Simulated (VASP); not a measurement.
The system is Si2Sn.

```xyz
6
Lattice="3.0601 0.0000 0.0000 -1.5300 2.6501 0.0000 0.0000 0.0000 14.4183" Properties=species:S:1:pos:R:3 pbc="T T T"
Si    0.0000    1.7667    7.2092
Si    1.5300    0.8834    0.0000
Si    1.5300    0.8834    4.8061
Si    1.5300    0.8834    9.6122
Sn    0.0000    1.7667   12.0153
Sn    0.0000    1.7667    2.4031
```

- Program: VASP 6.6.1
- Task: relaxation of cell and atoms
- Functional: PBE
- Potentials or basis: VASP PAW PBE potentials, release 64 (Si, Sn_d)
- Cutoff: 600 eV
- k mesh: 6 × 6 × 2
- Occupations: gaussian, width 0.1 eV
- Spin: no spin polarisation

At the start: pressure 1.7 GPa; volume 19.49 Å³/atom.

Q: How do energy, volume and symmetry change on relaxing?

A: Over 39 steps the energy falls by 306.5 meV/atom and the volume is 20.63 Å³/atom (+5.9 %); space group P-6m2 (No. 187, to 0.05 Å).

Step by step:
| step | energy change (eV) | largest force (eV/Å) | pressure (GPa) | volume (Å³) |
| --- | --- | --- | --- | --- |
| 1 | 0.0000 | 1.1267 | 1.74 | 116.93 |
| 2 | -0.1855 | 1.0420 | -0.79 | 120.49 |
| 3 | -0.2985 | 0.8264 | -3.84 | 125.80 |
| 4 | -0.4462 | 0.8752 | -2.80 | 123.32 |
| 5 | -0.7068 | 0.6789 | 2.53 | 115.85 |
| 6 | 0.0983 | 1.9594 | 24.86 | 100.71 |
| 7 | -0.6737 | 0.6667 | 3.78 | 114.02 |
| 8 | -0.6957 | 0.7838 | 6.11 | 111.43 |
| 9 | -0.8040 | 0.8952 | 6.36 | 111.39 |
| 10 | -1.0072 | 0.8056 | 8.22 | 111.14 |
| 11 | -1.1838 | 0.6064 | 6.18 | 113.97 |
| 12 | -1.5645 | 0.0924 | 1.04 | 122.61 |
| 13 | -1.2329 | 0.9936 | -4.84 | 140.61 |
| 14 | -1.6156 | 0.1696 | -1.45 | 128.27 |
| 15 | -1.6213 | 0.0635 | -0.86 | 126.80 |
| 16 | -1.6212 | 0.0769 | -1.00 | 127.12 |
| 17 | -1.6292 | 0.2018 | -0.84 | 127.01 |
| 18 | -1.6309 | 0.2930 | -0.74 | 126.93 |
| 19 | -1.6374 | 0.2755 | -0.44 | 126.21 |
| 20 | -1.6485 | 0.2560 | 0.45 | 124.07 |
| 21 | -1.6499 | 0.2574 | 0.88 | 123.08 |
| 22 | -1.6555 | 0.2504 | 0.82 | 122.94 |
| 23 | -1.6749 | 0.2021 | 0.80 | 122.52 |
| 24 | -1.7154 | 0.0760 | 1.01 | 121.66 |
| 25 | -1.7759 | 0.3282 | 1.80 | 119.87 |
| 26 | -1.7888 | 0.3512 | 1.59 | 120.18 |
| 27 | -1.8013 | 0.4112 | 1.16 | 120.73 |
| 28 | -1.7877 | 0.4892 | 0.74 | 121.78 |
| 29 | -1.8044 | 0.4238 | 1.02 | 120.98 |
| 30 | -1.8049 | 0.4325 | 0.92 | 121.17 |
| 31 | -1.8126 | 0.3801 | 0.72 | 121.57 |
| 32 | -1.8291 | 0.2266 | 0.22 | 122.79 |
| 33 | -1.8321 | 0.1378 | -0.74 | 125.26 |
| 34 | -1.8359 | 0.1289 | -0.29 | 124.17 |
| 35 | -1.8372 | 0.1010 | -0.10 | 123.89 |
| 36 | -1.8379 | 0.0761 | 0.09 | 123.63 |
| 37 | -1.8379 | 0.0683 | 0.17 | 123.54 |
| 38 | -1.8387 | 0.0460 | 0.12 | 123.65 |
| 39 | -1.8391 | 0.0160 | 0.06 | 123.79 |

Final structure:
```
CELL_PARAMETERS angstrom
3.67327 0.00000 0.00000
-1.83664 3.18115 0.00000
0.00000 0.00000 10.59343
ATOMIC_POSITIONS crystal
Si 0.33333 0.66667 0.50000
Si 0.66667 0.33333 0.00000
Si 0.66667 0.33333 0.36997
Si 0.66667 0.33333 0.63003
Sn 0.33333 0.66667 0.82764
Sn 0.33333 0.66667 0.17236
```

Caveat: the k points lie up to 0.33 Å⁻¹ apart in the final cell.
